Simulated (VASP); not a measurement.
Runs of VASP 6.6.1 on BN. The structure is that of space group Cm (No. 8), or close to it. The cells are those of the table. 

| cell | gap on the mesh (eV) | pressure (GPa) | largest force (eV/Å) |
| --- | --- | --- | --- |
| a = 2.555, b = 2.555, c = 12.865 Å, angles 81.4, 81.4, 60.0°, 12 atoms | 2.66 | (b) | (a) |
| a = 2.555, b = 2.555, c = 13.199 Å, angles 76.0, 76.0, 60.0°, 12 atoms | 3.72 | 0.0 | 2.98 |
| a = 2.555, b = 2.555, c = 12.679 Å, angles 88.6, 88.6, 60.0°, 12 atoms | 5.16 | 0.2 | 2.09 |
| a = 2.555, b = 2.555, c = 12.695 Å, angles 87.1, 87.1, 60.0°, 12 atoms | 4.51 | 0.8 | 4.10 |

Alike in all rows: task single point; level PBE; potentials or basis VASP PAW PBE potentials, release 64 (B, N); no spin polarisation; k mesh 10 × 10 × 2; cutoff (eV) 520; smearing gaussian 0.05 eV.

Estimate the missing entries.

(a) 2.71; (b) 1.5.

Caveats: forces of over 1 eV/Å act on the atoms, so gaps and moduli don't describe the material at rest.

A k mesh can miss the band edges.
